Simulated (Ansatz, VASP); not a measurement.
## Two plane-wave programs on YAl3N4

Contents of INCAR:

```
SYSTEM = YAl3N4
PREC = Accurate
ENCUT = 600
EDIFF = 1E-6
ISMEAR = 0
SIGMA = 0.02
LREAL = Auto
LASPH = .True.
NELM = 100
ALGO = Normal
ISIF = 3
LWAVE = .False.
LCHARG = .False.
GGA = PS
IBRION = 2
NSW = 100
EDIFFG = -0.002
```

Contents of KPOINTS:

```
regular mesh
0
Gamma
  2 4 2
  0 0 0
```

File POSCAR:

```
YAl3N4
1.0
    5.0108494977     -2.8773113872      0.0052007574
   -3.4054819584     -0.1029528216     -4.6832454416
    3.5073222697      6.0434525314      0.0484252799
Y Al N
2 6 8
Direct
    0.3204210174      0.0085206256     -0.0124129830
    0.9295789826      0.4914793744      0.1374129830
    0.8329464900     -0.0169648708      0.2543308221
    0.3555544498      0.0775932287      0.5149006694
    0.8220408084     -0.0476304217      0.7310129665
    0.4279591916      0.5476304217      0.3939870335
    0.8944455502      0.4224067713      0.6100993306
    0.4170535100      0.5169648708      0.8706691779
    0.5513550269      0.5318702361      0.1397190931
    0.0632636202      0.4156794863      0.3909038224
    0.6100881083      0.5127377936      0.6120366788
    0.0951284676      0.5308964437      0.8562141949
    0.6986449731     -0.0318702361     -0.0147190931
    0.1548715324     -0.0308964437      0.2687858051
    0.6399118917     -0.0127377936      0.5129633212
    0.1867363798      0.0843205137      0.7340961776
```

Input for Ansatz:

```yaml
crystal:
  lattice:
    - [5.0108494977, -2.8773113872, 0.0052007574]
    - [-3.4054819584, -0.1029528216, -4.6832454416]
    - [3.5073222697, 6.0434525314, 0.0484252799]
  atoms:
    - { symbol: "Y", position: [0.3204210174, 0.0085206256, -0.012412983] }
    - { symbol: Al, position: [0.83294649, -0.0169648708, 0.2543308221] }
    - { symbol: Al, position: [0.3555544498, 0.0775932287, 0.5149006694] }
    - { symbol: Al, position: [0.8220408084, -0.0476304217, 0.7310129665] }
    - { symbol: "Y", position: [0.9295789826, 0.4914793744, 0.137412983] }
    - { symbol: Al, position: [0.4279591916, 0.5476304217, 0.3939870335] }
    - { symbol: Al, position: [0.8944455502, 0.4224067713, 0.6100993306] }
    - { symbol: Al, position: [0.41705351, 0.5169648708, 0.8706691779] }
    - { symbol: "N", position: [0.5513550269, 0.5318702361, 0.1397190931] }
    - { symbol: "N", position: [0.0632636202, 0.4156794863, 0.3909038224] }
    - { symbol: "N", position: [0.6100881083, 0.5127377936, 0.6120366788] }
    - { symbol: "N", position: [0.0951284676, 0.5308964437, 0.8562141949] }
    - { symbol: "N", position: [0.6986449731, -0.0318702361, -0.0147190931] }
    - { symbol: "N", position: [0.1548715324, -0.0308964437, 0.2687858051] }
    - { symbol: "N", position: [0.6399118917, -0.0127377936, 0.5129633212] }
    - { symbol: "N", position: [0.1867363798, 0.0843205137, 0.7340961776] }
basis:
  ecutwfc: 420
kpoints:
  mp_grid: { grid: [2, 4, 2] }
hamiltonian:
  xc: pbesol
scf:
  occupations: { method: gaussian, width: 0.02 }
output:
  forces: true
  stress: true
  eigenvalues: true
  write_density: true
  write_potential: true
  elf: true
  volumetric_format: npy
relax:
  adjacent_minimum: "off"
  f_tol: 0.002
  max_steps: 80
  cell: { stress_tol: 0.02 }
```

Alike in both runs: task relaxation of cell and atoms; functional PBEsol; k mesh 2 × 4 × 2; occupations gaussian, width 0.02 eV; no spin polarisation.

```csv
,VASP,Ansatz
version,VASP 6.6.1,Ansatz 0.2.0
potentials or method,"VASP PAW PBE potentials, release 64 (Y_sv, Al, N), cutoff 600 eV","scalar-relativistic, plane waves, PAW"
valence electrons in the cell,80,80
```

Ansatz gave:

| Property | Result |
| --- | --- |
| gap on the k mesh at the Fermi level, each at its own relaxed structure (eV) | 2.37 |
| relaxed volume (Å³/atom) | 11.73 |
| relaxed cell length with the largest relative difference (Å) | 5.753 |

**Question.** Estimate VASP's values.

**Answer.** gap on the k mesh at the Fermi level, each at its own relaxed structure (eV): 2.35; relaxed volume (Å³/atom): 11.54; relaxed cell length with the largest relative difference (Å): 5.644.

VASP's potentials were made for PBE, not for PBEsol.

The k mesh is coarse, so the values compare programs but aren't converged.
